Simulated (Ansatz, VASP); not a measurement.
One calculation of SrO, two programs

```
Sr O
1.0
     0.00000    2.79228    2.79228
     2.79228    0.00000    2.79228
     2.79228    2.79228    0.00000
Sr O
1 1
Cartesian
  0.0000 0.0000 0.0000
  1.3961 1.3961 1.3961
```

Alike in both runs: task single point; functional PBE; k mesh 8 × 8 × 8; occupations fermi-dirac, width 0.02 eV; no spin polarisation.

```csv
,VASP,Ansatz
version,VASP 6.6.1,Ansatz 0.2.0
potentials or method,"VASP PAW PBE potentials, release 64 (Sr_sv, O)","plane waves, PAW"
plane-wave cutoff (eV),520,420
valence electrons in the cell,16,16
```

```tsv
	VASP	Ansatz	Ansatz less VASP
gap on the k mesh at the Fermi level (eV)	2.52	2.52	-0.005
pressure (GPa)	1.4	1.0	-0.47
```
